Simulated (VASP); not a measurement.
Crystal: Pb.

```
CELL_PARAMETERS angstrom
0.00000 2.53788 2.53788
2.53788 0.00000 2.53788
2.53788 2.53788 0.00000
ATOMIC_POSITIONS crystal
Pb 0.00000 0.00000 0.00000
```

- Program: VASP 6.6.1
- Task: relaxation of cell and atoms
- Functional: PBE
- Potentials or basis: VASP PAW PBE potentials, release 64 (Pb_d)
- Cutoff: 600 eV
- k mesh: 11 × 11 × 11
- Occupations: fermi-dirac, width 0.1 eV
- Spin: no spin polarisation

At the start: pressure -0.9 GPa; volume 32.69 Å³/atom.

Question: Where does the relaxation end?

Answer: Over 3 steps the energy falls by 2.2 meV/atom and the volume is 31.92 Å³/atom (-2.4 %); space group Fm-3m (No. 225, to 0.05 Å).

Step by step:
| step | energy change (eV) | largest force (eV/Å) | pressure (GPa) | volume (Å³) |
| --- | --- | --- | --- | --- |
| 1 | 0.0000 | 0.0000 | -0.88 | 32.69 |
| 2 | -0.0022 | 0.0000 | 0.09 | 31.85 |
| 3 | -0.0022 | 0.0000 | 0.01 | 31.92 |

Final structure:
```
Pb
1.0
     0.00000    2.51771    2.51771
     2.51771    0.00000    2.51771
     2.51771    2.51771    0.00000
Pb
1
Direct
  0.00000 0.00000 0.00000
```
